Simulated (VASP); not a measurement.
Here is a VASP 6.6.1 calculation.

Contents of INCAR:

```
SYSTEM = HgTe
PREC = Accurate
ENCUT = 520
EDIFF = 1E-6
ISMEAR = -1
SIGMA = 0.05
LREAL = .False.
LASPH = .True.
NELM = 80
ALGO = Normal
ISIF = 2
LWAVE = .False.
LCHARG = .False.
GGA = PE
IBRION = 2
NSW = 80
EDIFFG = -0.02
KPAR = 4
```

The input KPOINTS:

```
Automatic mesh
0
Gamma
  14 14 14
  0 0 0
```

POSCAR

```
HgTe
1.0
    0.0000000000      2.9215000000      2.8630700000
    2.9215000000      0.0000000000      2.8630700000
    2.9215000000      2.9215000000      0.0000000000
Hg Te
1 1
Direct
    0.0000000000      0.0000000000      0.0000000000
    0.5000000000      0.5000000000      0.5000000000
```

Potentials or basis: VASP PAW PBE potentials, release 64 (Hg, Te).

Run with:

```sh
$ cat potpaw_PBE.64/Hg/POTCAR potpaw_PBE.64/Te/POTCAR > POTCAR
$ mpirun -np 4 vasp_std > vasp.out
```

Q: Estimate the band gap on the k mesh.

A: Zero (bands 9 and 10 overlap by 3.50 eV).

Stress tensor (GPa, compression positive):
```
11.90  0.00  0.00
 0.00 11.90  0.00
 0.00  0.00 14.70
```

Caveat: the cell differs from its parent crystal (z stretched by -2 %); spin-orbit coupling is left out, which moves the levels of the heavy elements.
